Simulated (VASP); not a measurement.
Input of a VASP 6.6.1 run:

Contents of INCAR:

```
ALGO     = Normal         # electronic algorithm
EDIFF    = 1E-7           # SCF threshold, eV
ENCUT    = 520            # plane-wave cutoff, eV
GGA      = PE             # functional
ISIF     = 2              # what is computed and relaxed
ISMEAR   = 0              # smearing method
LASPH    = T              # aspherical terms in the spheres
LCHARG   = F              # write CHGCAR
LREAL    = F              # projectors in reciprocal space
LWAVE    = F              # write WAVECAR
NBANDS   = 28             # bands
NELM     = 80             # most SCF steps
PREC     = Accurate       # precision mode
SIGMA    = 0.01           # smearing width, eV
```

KPOINTS

```
k-points
0
Gamma
  4 4 4
```

The input POSCAR:

```
KBaI3
1.0
    6.7191903973      0.0000000000      0.0000000000
    0.0000000000      6.7191903973      0.0000000000
    0.0000000000      0.0000000000      6.7191903973
K Ba I
1 1 3
Direct
    0.0000000000      0.0000000000      0.0000000000
    0.5000000000      0.5000000000      0.5000000000
    0.5000000000      0.5000000000      0.0000000000
    0.5000000000      0.0000000000      0.5000000000
    0.0000000000      0.5000000000      0.5000000000
```

Potentials or basis: VASP PAW PBE potentials, release 64 (K_sv, Ba_sv, I).

Run with:

```console
$ cat potpaw_PBE.64/K_sv/POTCAR potpaw_PBE.64/Ba_sv/POTCAR potpaw_PBE.64/I/POTCAR > POTCAR
$ mpirun -np 1 vasp_std > vasp.out
```

(1) Predict the band gap on the k mesh.

(2) Estimate the pressure.

Results:

(1) 3.09 eV (least direct gap 3.27 eV).

(2) 0.2 GPa.

Caveat: spin-orbit coupling is left out, which moves the levels of the heavy elements.
